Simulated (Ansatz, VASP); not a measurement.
CoSi2 in VASP and in Ansatz

File INCAR:

```
PREC = Accurate ; ENCUT = 520
EDIFF = 1E-7 ; ISMEAR = 0
SIGMA = 0.15 ; LREAL = F
LASPH = T ; NELM = 100
ALGO = Normal ; ISIF = 2
LWAVE = F ; LCHARG = F
GGA = PS ; NBANDS = 16
```

The input KPOINTS:

```
regular mesh
0
Gamma
  14 14 14
```

POSCAR

```
CoSi2
1.0
    0.0000000000      2.6343054433      2.6343054433
    2.6343054433      0.0000000000      2.6343054433
    2.6343054433      2.6343054433      0.0000000000
Co Si
1 2
Direct
    0.0160744693     -0.0160744693     -0.0160744693
    0.2331347727      0.2668652273      0.2668652273
    0.7331347727      0.7668652273      0.7668652273
```

Input for Ansatz:

```yaml
crystal:
  lattice:
    - [0.0, 2.6343054433, 2.6343054433]
    - [2.6343054433, 0.0, 2.6343054433]
    - [2.6343054433, 2.6343054433, 0.0]
  atoms:
    - { symbol: Co, position: [0.0160744693, -0.0160744693, -0.0160744693] }
    - { symbol: Si, position: [0.2331347727, 0.2668652273, 0.2668652273] }
    - { symbol: Si, position: [0.7331347727, 0.7668652273, 0.7668652273] }
basis:
  ecutwfc: 520.0
kpoints:
  mp_grid: { grid: [14, 14, 14] }
hamiltonian:
  xc: pbesol
  pseudopotentials: { kind: paw, azcp: { folder: soft_1 } }
scf:
  occupations: { method: gaussian, width: 0.15 }
output:
  forces: true
  stress: true
  eigenvalues: true
```

Change from the starting cell: mode 4 frozen in at -0.090 Å, equal normal strain along x, y and z -0.0083.

Alike in both runs: task single point; functional PBEsol; k mesh 14 × 14 × 14; occupations gaussian, width 0.15 eV; no spin polarisation.

|  | VASP | Ansatz |
| --- | --- | --- |
| version | VASP 6.6.1 | Ansatz 0.2.0 |
| potentials or method | VASP PAW PBE potentials, release 64 (Co, Si), cutoff 520 eV | scalar-relativistic, plane waves, PAW |
| valence electrons in the cell | 17 | 25 |

```csv
,VASP,Ansatz,Ansatz less VASP
gap on the k mesh at the Fermi level (eV),none,none,-
pressure (GPa),8.1,8.0,-0.10
"traceless stress, the component that is largest in VASP (GPa)",-1.25,-1.20,+0.055
rms of the force components (eV/Å),0.985,0.974,-0.0114
```

VASP's potentials were made for PBE, not for PBEsol, and Ansatz warns of the same on its side. Atom by atom the forces differ by 0.011 eV/Å (rms over components). A gap of «none» marks a metal or a gap that the smearing closes. VASP's potentials hold 17 valence electrons a cell and Ansatz's 25, so a difference there can come from the potentials and not from the codes.
